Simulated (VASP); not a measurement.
# C (Fd-3m) in VASP: further runs, part 2 of 2

VASP 6.6.1. Earlier steps stand in the parts before.

### 4 Single point, LDA

This run uses another cell than the first one, of 5.51 Å³/atom, 1.064 times its volume.

Input file INCAR:

```
PREC = Accurate
ENCUT = 520
EDIFF = 1E-7
ISMEAR = -1
SIGMA = 0.08
LREAL = False
LASPH = True
NELM = 100
ALGO = Normal
ISIF = 2
LWAVE = False
LCHARG = False
GGA = CA
NBANDS = 11
```

Input file KPOINTS:

```
Automatic mesh
0
Gamma
  20 20 20
```

Input file POSCAR:

```
C
1.0
    0.0000000000      1.7658694851      1.7658694851
    1.7658694851      0.0000000000      1.7658694851
    1.7658694851      1.7658694851      0.0000000000
C
2
Direct
   -0.1250000000     -0.1250000000     -0.1250000000
    0.1250000000      0.1250000000      0.1250000000
```

Potentials or basis: VASP PAW LDA potentials, release 64 (C).

Run with:

```console
cat potpaw_LDA.64/C/POTCAR > POTCAR
mpirun -np 1 vasp_std > vasp.out
```

OUTCAR:

```text
PREC = Accurate
   ENCUT = 520
   EDIFF = 1E-7
   ISMEAR = -1
   LREAL = False
   LASPH = True
   NELM = 100
   ISIF = 2
   GGA = CA

 ion  position               nearest neighbor table
   1  0.875  0.875  0.875-   2 1.53   2 1.53   2 1.53   2 1.53
   2  0.125  0.125  0.125-   1 1.53   1 1.53   1 1.53   1 1.53

  LATTYP: Found a face centered cubic cell.
 ALAT       =     3.5317389702

  Lattice vectors:

 A1 = (   0.0000000000,   1.7658694851,   1.7658694851)
 A2 = (   1.7658694851,   0.0000000000,   1.7658694851)
 A3 = (   1.7658694851,   1.7658694851,   0.0000000000)

Analysis of symmetry for initial positions (statically):
=====================================================================
 Subroutine PRICEL returns:
 Original cell was already a primitive cell.

 Routine SETGRP: Setting up the symmetry group for a
 face centered cubic supercell.

 Subroutine GETGRP returns: Found 48 space group operations
 (whereof 12 operations were pure point group operations)
 out of a pool of 48 trial point group operations.

The static configuration has the point symmetry D_3d.
 The point group associated with its full space group is O_h .

Analysis of symmetry for dynamics (positions and initial velocities):
=====================================================================
 Subroutine PRICEL returns:
 Original cell was already a primitive cell.

 Routine SETGRP: Setting up the symmetry group for a
 face centered cubic supercell.

 Subroutine GETGRP returns: Found 48 space group operations
 (whereof 12 operations were pure point group operations)
 out of a pool of 48 trial point group operations.

The dynamic configuration has the point symmetry D_3d.
 The point group associated with its full space group is O_h .

 Subroutine INISYM returns: Found 48 space group operations
 (whereof 12 operations are pure point group operations),
 and found     1 'primitive' translations

----------------------------------------------------------------------------------------

                                     Primitive cell

  volume of cell :      11.0130

  direct lattice vectors                    reciprocal lattice vectors
     0.000000000  1.765869485  1.765869485    -0.283146634  0.283146634  0.283146634
     1.765869485  0.000000000  1.765869485     0.283146634 -0.283146634  0.283146634
     1.765869485  1.765869485  0.000000000     0.283146634  0.283146634 -0.283146634

  length of vectors
     2.497316575  2.497316575  2.497316575     0.490424355  0.490424355  0.490424355

  position of ions in fractional coordinates (direct lattice)
     0.875000000  0.875000000  0.875000000
     0.125000000  0.125000000  0.125000000

  ion indices of the primitive-cell ions
   primitive index   ion index
                 1           1
                 2           2

----------------------------------------------------------------------------------------

 KPOINTS: Automatic mesh

Automatic generation of k-mesh.
 Grid dimensions read from file:
 generate k-points for:   20   20   20

 Generating k-lattice:

  Cartesian coordinates                     Fractional coordinates (reciprocal lattice)
    -0.014157332  0.014157332  0.014157332     0.050000000  0.000000000  0.000000000
     0.014157332 -0.014157332  0.014157332     0.000000000  0.050000000  0.000000000
     0.014157332  0.014157332 -0.014157332     0.000000000  0.000000000  0.050000000

  Length of vectors
     0.024521218  0.024521218  0.024521218

  Shift w.r.t. Gamma in fractional coordinates (k-lattice)
     0.000000000  0.000000000  0.000000000

 Subroutine IBZKPT returns following result:
 ===========================================

 Found    256 irreducible k-points:

 Following reciprocal coordinates:
            Coordinates               Weight
  0.000000  0.000000  0.000000      1.000000
  0.050000  0.000000  0.000000      8.000000
  0.100000  0.000000  0.000000      8.000000
  0.150000  0.000000  0.000000      8.000000
  0.200000  0.000000  0.000000      8.000000
  0.250000  0.000000  0.000000      8.000000
[... 16 lines left out ...]
 -0.400000  0.050000  0.000000     24.000000
 -0.350000  0.050000  0.000000     24.000000
 [... further k-points ...]
   k-points           NKPTS =    256   k-points in BZ     NKDIM =    256   number of bands    NBANDS=     11
   number of dos      NEDOS =    301   number of ions     NIONS =      2
   total plane-waves  NPLWV =   8000
   dimension x,y,z NGX =    20 NGY =   20 NGZ =   20
   dimension x,y,z NGXF=    40 NGYF=   40 NGZF=   40
   ions per type =               2
   NGX,Y,Z   is equivalent  to a cutoff of  13.31, 13.31, 13.31 a.u.
   NGXF,Y,Z  is equivalent  to a cutoff of  26.63, 26.63, 26.63 a.u.
 SYSTEM =  unknown system
   PREC   = accura    normal or accurate (medium, high low for compatibility)
   ISTART =      0    job   : 0-new  1-cont  2-samecut
   ICHARG =      2    charge: 1-file 2-atom 10-const
   ISPIN  =      1    spin polarized calculation?
   LNONCOLLINEAR =      F non collinear calculations
   LSORBIT =      F    spin-orbit coupling
   LASPH  =      T    aspherical Exc in radial PAW
   ENCUT  =  520.0 eV  38.22 Ry    6.18 a.u.   4.64  4.64  4.64*2*pi/ulx,y,z
   NELM   =    100;   NELMIN=  2; NELMDL= -5     # of ELM steps
   EDIFF  = 0.1E-06   stopping-criterion for ELM
   LREAL  =      F    real-space projection
   EDIFFG = 0.1E-05   stopping-criterion for IOM
   NSW    =      0    number of steps for IOM
   IBRION =     -1    ionic relax: 0-MD 1-quasi-New 2-CG
   NFREE  =      0    steps in history (QN), initial steepest desc. (CG)
   ISIF   =      2    stress and relaxation
   ISYM   =      2    0-nonsym 1-usesym 2-fastsym
   POTIM  = 0.5000    time-step for ionic-motion
   TEBEG  =    0.0;   TEEND  =   0.0 temperature during run
   PSTRESS=    0.0 pullay stress
   NELECT =       8.0000    total number of electrons
   NUPDOWN=      -1.0000    fix difference up-down
   EMIN   =  10.00;   EMAX   =-10.00  energy-range for DOS
   EFERMI =   0.00;   METHOD = LEGACY
   ISMEAR =    -1;   SIGMA  =   0.08  broadening in eV -4-tet -1-fermi 0-gaus
   EFERMI_NEDOS =   21; number of points for ismear=-14 and -15
   IALGO  =     38    algorithm
   IMIX   =      4    mixing-type and parameters
     AMIX     =   0.40;   BMIX     =  1.00
     AMIX_MAG =   1.60;   BMIX_MAG =  1.00
  volume/ion in A,a.u.               =       5.51        37.16
  Fermi-wavevector in a.u.,A,eV,Ry     =   1.471644  2.781005 29.466646  2.165737
  Thomas-Fermi vector in A             =   2.586755
   LORBIT       =      0    0 simple, 1 ext, 2 COOP (PROOUT), +10 PAW based schemes
   GGA     = CA    functional components
   LHFCALC =     F    Hartree Fock is set to
   AEXX    =    0.0000 exact exchange contribution
   IVDW    =     0    specifies the selected vdW correction
   LEPSILON=     F    determine dielectric tensor
   LRPA    =     F    only Hartree local field effects (RPA)
 non-spin polarized calculation
  energy-cutoff  :      520.00
  volume of cell :       11.01
 maximum number of plane-waves:       307
   NGX =  9   NGY =  9   NGZ =  9

 number of electron       7.9999998 magnetization

 Free energy of the ion-electron system (eV)
  ---------------------------------------------------
  ext. energy  EPLUGINS =         0.00000000
  ---------------------------------------------------
  free energy    TOTEN  =       -20.24521880 eV

  energy without entropy =      -20.24521880  energy(sigma->0) =      -20.24521880

 E-fermi :  11.5617     XC(G=0): -13.6433

 val. band max:       10.1614656297   @ k =   0.0000   0.0000   0.0000
 cond. band min:      14.3364623445   @ k =   0.3500   0.3500   0.0000
 fundamental gap:      4.1749967149
 Fermi energy:        11.5617318285

 k-point     1 :       0.0000    0.0000    0.0000
  band No.  band energies     occupation
      1     -11.5555      2.00000
      2      10.1615      2.00000
      3      10.1615      2.00000
      4      10.1615      2.00000
      5      15.7874      0.00000
      6      15.7874      0.00000
      7      15.7874      0.00000
      8      24.4000      0.00000
      9      29.5575      0.00000
     10      37.1244      0.00000
     11      37.1244      0.00000
[... 309 lines left out ...]
 k-point    24 :      -0.3500    0.0500    0.0000
  band No.  band energies     occupation
      1      -7.7877      2.00000
      2      -0.3612      2.00000
      3       7.0842      2.00000
      4       7.7586      2.00000
      5      18.5081      0.00000
      6      18.8224      0.00000
      7      19.5206      0.00000
      8      25.5941      0.00000
      9      31.3567      0.00000
     10      33.2099      0.00000
     11      34.7875      0.00000

 [... further k-points ...]
[... 5 lines left out ...]
  --------------------------------------------------------------------------------------
  -------------------------------------------------------------------------------------
  Total        0.1114414      0.1114414      0.1114414      0.0000000     -0.0000000      0.0000000
  in kB       16.2125546     16.2125546     16.2125546      0.0000000     -0.0000000      0.0000000
  external PRESSURE =      16.2125546 kB  Pullay stress =       0.0000000 kB

 VOLUME and BASIS-vectors are now :
 -----------------------------------------------------------------------------
  energy-cutoff  :      520.00
  volume of cell :       11.01
      direct lattice vectors                 reciprocal lattice vectors
     0.000000000  1.765869485  1.765869485    -0.283146634  0.283146634  0.283146634
     1.765869485  0.000000000  1.765869485     0.283146634 -0.283146634  0.283146634
     1.765869485  1.765869485  0.000000000     0.283146634  0.283146634 -0.283146634

 POSITION                                       TOTAL-FORCE (eV/Angst)
 -----------------------------------------------------------------------------------
      3.09027      3.09027      3.09027        -0.000000      0.000000      0.000000
      0.44147      0.44147      0.44147         0.000000     -0.000000     -0.000000
 -----------------------------------------------------------------------------------
    total drift:                                0.000000      0.000000     -0.000000

  FREE ENERGIE OF THE ION-ELECTRON SYSTEM (eV)
  ---------------------------------------------------
  free  energy   TOTEN  =       -20.2452188008 eV

  energy  without entropy=      -20.2452188007  energy(sigma->0) =      -20.24521880
```

Run time: 13 s. Hardware: 1 thread of Intel Xeon 6975P-C (Granite Rapids), shared host; peak memory 0.12 GiB.

Results:

| Item | Value |
| --- | --- |
| Free energy | -20.2452 eV |
| Pressure | 1.6 GPa |
| Band gap on the k mesh | 4.17 eV, indirect (least direct gap 5.63 eV) |

### 5 Relaxation of cell and atoms, LDA

This run uses another cell than the first one, of 5.70 Å³/atom, 1.101 times its volume.

Input file INCAR:

```
PREC     = Accurate       # precision mode
ENCUT    = 600            # plane-wave cutoff, eV
EDIFF    = 1E-6           # SCF threshold, eV
ISMEAR   = -1             # smearing method
SIGMA    = 0.08           # smearing width, eV
LREAL    = F              # projectors in reciprocal space
LASPH    = T              # aspherical terms in the spheres
NELM     = 80             # most SCF steps
ALGO     = Normal         # electronic algorithm
ISIF     = 3              # what is computed and relaxed
LWAVE    = F              # write WAVECAR
LCHARG   = F              # write CHGCAR
IBRION   = 2              # ionic algorithm
NSW      = 60             # ionic steps
EDIFFG   = -0.005         # ionic threshold
```

Input file KPOINTS:

```
regular mesh
0
Gamma
  20 20 20
```

Input file POSCAR:

```
C
1.0
    0.0000000000      1.7863159877      1.7863159877
    1.7863159877      0.0000000000      1.7863159877
    1.7863159877      1.7863159877      0.0000000000
C
2
Direct
   -0.1250000000     -0.1250000000     -0.1250000000
    0.1250000000      0.1250000000      0.1250000000
```

Run with:

```console
cat potpaw_LDA.64/C/POTCAR > POTCAR
mpirun -np 1 vasp_std > vasp.out
```

Wall time 22 s (1 thread of Intel Xeon 6975P-C (Granite Rapids), shared host); peak memory 0.13 GiB.

It converged, with:

| Item | Value |
| --- | --- |
| Free energy | -20.2541 eV |
| Relaxed volume | 5.52 Å³/atom |
| Relaxed cell | a = 2.499 Å, b = 2.499 Å, c = 2.499 Å, α = 60.00°, β = 60.00°, γ = 60.00° |
| Space group after relaxing (to 0.05 Å) | Fd-3m (No. 227) |
| Energy gained by relaxing | 8.5 meV/atom |
| Ionic steps | 6 |
| Pressure after relaxing | 0.0 GPa |
| Band gap on the k mesh | 4.17 eV, indirect (least direct gap 5.62 eV) |

Step by step:
```
step  energy change (eV)  largest force (eV/Å)  pressure (GPa)  volume (Å³)
   1              0.0000                0.0000          -14.44        11.40
   2              0.0123                0.0000           21.30        10.57
   3             -0.0171                0.0000           -0.15        11.03
   4             -0.0171                0.0000            0.15        11.03
   5             -0.0171                0.0000           -0.16        11.03
   6             -0.0171                0.0000           -0.03        11.03
```

Final structure:
```
CELL_PARAMETERS angstrom
0.00000 1.76681 1.76681
1.76681 0.00000 1.76681
1.76681 1.76681 0.00000
ATOMIC_POSITIONS crystal
C 0.87500 0.87500 0.87500
C 0.12500 0.12500 0.12500
```

Levels at points of the mesh, in eV from the valence-band top:
| k point | band 2 | band 3 | band 4 | band 5 | band 6 | band 7 |
| --- | --- | --- | --- | --- | --- | --- |
| (0.00, 0.00, 0.00) | 0.00 | 0.00 | 0.00 | 5.62 | 5.62 | 5.62 |
| (0.50, 0.00, 0.00) | -13.67 | -2.86 | -2.86 | 8.50 | 8.50 | 9.40 |
| (0.50, 0.50, 0.00) | -12.81 | -6.46 | -6.46 | 4.77 | 4.77 | 17.05 |

A k mesh can miss the band edges. Expect the measured gap to be larger: semilocal functionals such as LDA lack the derivative discontinuity.

### 6 Single point, LDA (volume scaled by 0.45)

Input file INCAR:

```
SYSTEM = C
PREC = Accurate
ENCUT = 520
EDIFF = 1E-6
ISMEAR = -1
SIGMA = 0.08
LREAL = .FALSE.
LASPH = .TRUE.
NELM = 100
ALGO = Normal
ISIF = 2
LWAVE = .FALSE.
LCHARG = .FALSE.
GGA = CA
NBANDS = 11
```

Input file KPOINTS:

```
Automatic mesh
0
G
  20 20 20
  0 0 0
```

Input file POSCAR:

```
C
1.0
    0.0000000000      1.3532024428      1.3532024428
    1.3532024428      0.0000000000      1.3532024428
    1.3532024428      1.3532024428      0.0000000000
C
2
Direct
   -0.1250000000     -0.1250000000     -0.1250000000
    0.1250000000      0.1250000000      0.1250000000
```

Potentials or basis: VASP PAW LDA potentials, release 64 (C).

Run with:

```console
cat potpaw_LDA.64/C/POTCAR > POTCAR
mpirun -np 1 vasp_std > vasp.out
```

It took 6.3 s on 1 thread of Intel Xeon 6975P-C, shared host; peak memory 0.11 GiB.

The run converged, but its numbers aren't listed here, since they failed a check.

Caveat: the cell differs from its parent crystal (volume scaled by 0.45).

### 7 The runs side by side

```csv
task,cell,cutoff (eV),gap on the mesh (eV),pressure (GPa)
single point,"a = 2.446 Å, angles 60.0°, 2 atoms",520,4.33,34.3
single point,"a = 2.497 Å, angles 60.0°, 2 atoms",520,4.17,1.6
relaxation of cell and atoms,"relaxed from a = 2.526 Å, angles 60.0°, 2 atoms",600,4.17,0.0
```

Alike in all rows: level LDA; potentials or basis VASP PAW LDA potentials, release 64 (C); no spin polarisation; k mesh 20 × 20 × 20; smearing fermi-dirac 0.08 eV.

Total energies depend on the potentials used, so only differences within one code and one set of settings carry meaning.
